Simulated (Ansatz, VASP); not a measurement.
# CdS in VASP and in Ansatz

```
Cd S
1.0
     0.00000    2.91650    2.91650
     2.91650    0.00000    2.91650
     2.91650    2.91650    0.00000
Cd S
1 1
Direct
  0.00000 0.00000 0.00000
  0.25000 0.25000 0.25000
```

Alike in both runs: task single point; functional r2SCAN; k mesh 6 × 6 × 6; occupations gaussian, width 0.1 eV; no spin polarisation.

|  | VASP | Ansatz |
| --- | --- | --- |
| version | VASP 6.6.1 | Ansatz 0.2.0 |
| potentials or method | VASP PAW PBE potentials, release 64 (Cd, S), cutoff 550 eV | scalar-relativistic, plane waves, PAW |
| valence electrons in the cell | 18 | 26 |

Ansatz gave:

```
gap on the k mesh at the Fermi level (eV) : 1.59
least direct gap on the mesh (eV)         : 1.59
pressure (GPa)                            : 1.5
```

Estimate VASP's values.

gap on the k mesh at the Fermi level (eV): 1.59; least direct gap on the mesh (eV): 1.59; pressure (GPa): 1.8.

VASP's potentials were made for PBE, not for r2SCAN. VASP's potentials hold 18 valence electrons a cell and Ansatz's 26, so a difference there can come from the potentials and not from the codes.
